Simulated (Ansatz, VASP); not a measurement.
ZrH5 in VASP and in Ansatz

```
Zr H
1.0
     3.26030    0.00000    0.00000
    -1.63015    2.82350    0.00000
     0.00000    0.00000    5.60785
Zr H
1 5
Direct
  0.00000 0.00000 0.50000
  0.00000 0.00000 0.83823
  0.00000 0.00000 0.16177
  0.33333 0.66667 0.00000
  0.66667 0.33333 0.00000
  0.00000 0.00000 0.00000
```

Alike in both runs: functional PBE; k mesh 5 × 5 × 3; occupations gaussian, width 0.2 eV; no spin polarisation.

Ansatz relaxed the structure, and its values are those at the end. VASP's run is a single point on that final structure, the one shown.

|  | VASP | Ansatz |
| --- | --- | --- |
| version | VASP 6.6.1 | Ansatz 0.2.0 |
| potentials or method | VASP PAW PBE potentials, release 64 (Zr_sv, H), cutoff 500 eV | scalar-relativistic, plane waves, PAW |
| valence electrons in the cell | 17 | 17 |

|  | VASP | Ansatz | Ansatz less VASP |
| --- | --- | --- | --- |
| gap on the k mesh at the Fermi level (eV) | none | none | - |
| pressure (GPa) | -0.4 | -0.2 | +0.19 |
| rms of the force components (eV/Å) | 0.019 | 0.018 | -0.0006 |

A gap of «none» marks a metal or a gap that the smearing closes. With one functional, cell and mesh, what is left measures potentials, basis and numerics.

The k mesh is coarse, so the values compare programs but aren't converged.
